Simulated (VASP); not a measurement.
Crystal: Pt.

```
Pt
1.0
     2.77405    0.00000    0.00000
    -1.38702    2.40239    0.00000
     0.00000    0.00000    4.53002
Pt
2
Cartesian
  0.0000 1.6016 1.1325
  1.3870 0.8008 3.3975
```

```yaml
Program: VASP 6.6.1
Task: relaxation of cell and atoms
Functional: revPBE
Potentials_or_basis: VASP PAW PBE potentials, release 64 (Pt)
Cutoff: 600 eV
k_mesh: 13 × 13 × 7
Occupations: fermi-dirac, width 0.1 eV
Spin: no spin polarisation
```

At the start: pressure 14.4 GPa; volume 15.09 Å³/atom.

Task: How do energy, volume and symmetry change on relaxing?

Result: Over 9 steps the energy falls by 48.1 meV/atom and the volume is 15.94 Å³/atom (+5.6 %); space group P6_3/mmc (No. 194, to 0.05 Å).

Step by step:
```
step  energy change (eV)  largest force (eV/Å)  pressure (GPa)  volume (Å³)
   1              0.0000                0.0000           14.37        30.19
   2              0.2657                0.0000          -21.28        36.48
   3             -0.0792                0.0000           -1.35        32.04
   4             -0.0794                0.0000           -0.81        31.96
   5             -0.0936                0.0000           -0.23        31.88
   6             -0.0962                0.0000            0.30        31.83
   7             -0.0962                0.0000            0.32        31.83
   8             -0.0960                0.0000           -0.67        31.96
   9             -0.0962                0.0000            0.03        31.87
```

Final structure:
```cif
data_structure
_symmetry_space_group_name_H-M 'P 1'
_symmetry_Int_Tables_number 1
_cell_length_a 2.7767
_cell_length_b 2.7767
_cell_length_c 4.7731
_cell_angle_alpha 90.000
_cell_angle_beta 90.000
_cell_angle_gamma 120.000
_cell_volume 31.87
loop_
_atom_site_label
_atom_site_type_symbol
_atom_site_fract_x
_atom_site_fract_y
_atom_site_fract_z
_atom_site_occupancy
Pt1 Pt 0.33333 0.66667 0.25000 1
Pt2 Pt 0.66667 0.33333 0.75000 1
```

Caveat: the PAW data sets were made with another functional, which shifts forces and pressure a little.
